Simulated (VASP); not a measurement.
Set up this calculation in VASP 6.6.1, as the native input.

| Quantity | Value |
| --- | --- |
| Task | single point |
| Functional | LDA |
| Potentials or basis | VASP PAW LDA potentials, release 64 (Ba_sv, Ti_sv, O_h) |
| Cutoff | 910 eV |
| k mesh | 6 × 6 × 6 |
| Occupations | gaussian, width 0.05 eV |
| Spin | no spin polarisation |
| Dipole correction | no |
| Further INCAR settings | ALGO = Normal; EDIFF = 1e-06; NBANDS = 28 |

The structure of BaTiO3 lies in POSCAR:

```
BaTiO3
1.0
    3.9088139448      0.0000000000      0.0000000000
    0.0000000000      3.9088139448      0.0000000000
    0.0000000000      0.0000000000      3.9299440633
Ba Ti O
1 1 3
Direct
    0.0000000000      0.0000000000      0.0038582597
    0.5000000000      0.5000000000      0.4947713255
    0.5000000000      0.5000000000      0.0171151602
    0.5000000000      0.0000000000      0.5136276273
    0.0000000000      0.5000000000      0.5136276273
```

The input as run:

INCAR

```
PREC = Accurate
ENCUT = 910
EDIFF = 1E-6
ISMEAR = 0
SIGMA = 0.05
LREAL = F
LASPH = T
NELM = 120
ALGO = Normal
ISIF = 2
LWAVE = F
LCHARG = F
NBANDS = 28
GGA_COMPAT = F
```

KPOINTS

```
Automatic mesh
0
Gamma
  6 6 6
```

Potentials or basis: VASP PAW LDA potentials, release 64 (Ba_sv, Ti_sv, O_h).

Launch:

```bash
$ cat potpaw_LDA.64/Ba_sv/POTCAR potpaw_LDA.64/Ti_sv/POTCAR potpaw_LDA.64/O_h/POTCAR > POTCAR
$ mpirun -np 1 vasp_std > vasp.out
```

Results of the run:

- Pressure: 5.8 GPa
- Largest force: 0.042 eV/Å
- Band gap on the k mesh: 1.80 eV (least direct gap 1.97 eV)

Caveat: the cutoff is under 1.25 times the usual one of these potentials, so pressure, stress and relaxed cells hold a basis-set (Pulay) error; the cell stands under pressure; spin-orbit coupling is left out, which moves the levels of the heavy elements.

Run time: 73 s on 1 thread of AMD EPYC 9R45 96-Core Processor (Zen 5) (shared host), peak memory 0.27 GiB.
